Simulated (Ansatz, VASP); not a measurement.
**Two plane-wave programs on Al2O3**

```
Al O
1.0
     2.37855    1.37326    4.33175
    -2.37855    1.37326    4.33175
     0.00000   -2.74652    4.33175
Al O
4 6
Direct
  0.14798 0.14798 0.14798
  0.35202 0.35202 0.35202
  0.64798 0.64798 0.64798
  0.85202 0.85202 0.85202
  0.94364 0.55636 0.25000
  0.44364 0.75000 0.05636
  0.55636 0.25000 0.94364
  0.25000 0.94364 0.55636
  0.75000 0.05636 0.44364
  0.05636 0.44364 0.75000
```

Alike in both runs: functional r2SCAN; k mesh 6 × 6 × 6; occupations gaussian, width 0.1 eV; no spin polarisation.

Ansatz relaxed the structure, and its values are those at the end. VASP's run is a single point on that final structure, the one shown.

|  | VASP | Ansatz |
| --- | --- | --- |
| version | VASP 6.6.1 | Ansatz 0.2.0 |
| potentials or method | VASP PAW PBE potentials, release 64 (Al, O), cutoff 520 eV | scalar-relativistic, plane waves, PAW |
| valence electrons in the cell | 48 | 48 |

|  | VASP | Ansatz | Ansatz less VASP |
| --- | --- | --- | --- |
| gap on the k mesh at the Fermi level (eV) | 7.17 | 7.15 | -0.018 |
| least direct gap on the mesh (eV) | 7.17 | 7.15 | -0.018 |
| pressure (GPa) | -0.3 | 0.2 | +0.51 |
| rms of the force components (eV/Å) | 0.018 | 0.010 | -0.0081 |

VASP's potentials were made for PBE, not for r2SCAN.
